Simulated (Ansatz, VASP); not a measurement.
# Two plane-wave programs on GaP

Contents of INCAR:

```
PREC = Accurate
ENCUT = 520
EDIFF = 1E-7
ISMEAR = 0
SIGMA = 0.05
LREAL = F
LASPH = T
NELM = 60
ALGO = Normal
ISIF = 2
LWAVE = F
LCHARG = T
GGA = PE
LELF = T
LVHAR = T
NBANDS = 16
```

KPOINTS

```
regular mesh
0
Gamma
  10 10 10
```

Contents of POSCAR:

```
GaP
1.0
    0.0000000000      2.6771736776      2.9005131935
    2.9005131935      0.0000000000      2.9005131935
    2.9005131935      2.6771736776      0.0000000000
Ga P
1 1
Direct
    0.0000000000      0.0000000000      0.0000000000
    0.7500000000      0.7500000000      0.7500000000
```

Input for Ansatz:

```yaml
crystal:
  lattice:
    - [0.0, 2.6771736776, 2.9005131935]
    - [2.9005131935, 0.0, 2.9005131935]
    - [2.9005131935, 2.6771736776, 0.0]
  atoms:
    - { symbol: Ga, position: [0.0, 0.0, 0.0] }
    - { symbol: P, position: [0.75, 0.75, 0.75] }
basis:
  ecutwfc: 420
kpoints:
  mp_grid: { grid: [10, 10, 10] }
hamiltonian:
  xc: pbe
scf:
  occupations: { method: gaussian, width: 0.05 }
output:
  forces: true
  stress: true
  eigenvalues: true
```

Alike in both runs: task single point; functional PBE; k mesh 10 × 10 × 10; occupations gaussian, width 0.05 eV; no spin polarisation.

```csv
,VASP,Ansatz
version,VASP 6.6.1,Ansatz 0.2.0
potentials or method,"VASP PAW PBE potentials, release 64 (Ga_d, P), cutoff 520 eV","scalar-relativistic, plane waves, PAW"
valence electrons in the cell,18,18
```

```csv
,VASP,Ansatz,Ansatz less VASP
gap on the k mesh at the Fermi level (eV),0.68,0.68,+0.004
least direct gap on the mesh (eV),0.68,0.68,+0.004
pressure (GPa),-5.0,-5.0,-0.02
"traceless stress, the component that is largest in VASP (GPa)",3.29,3.29,+0.002
```
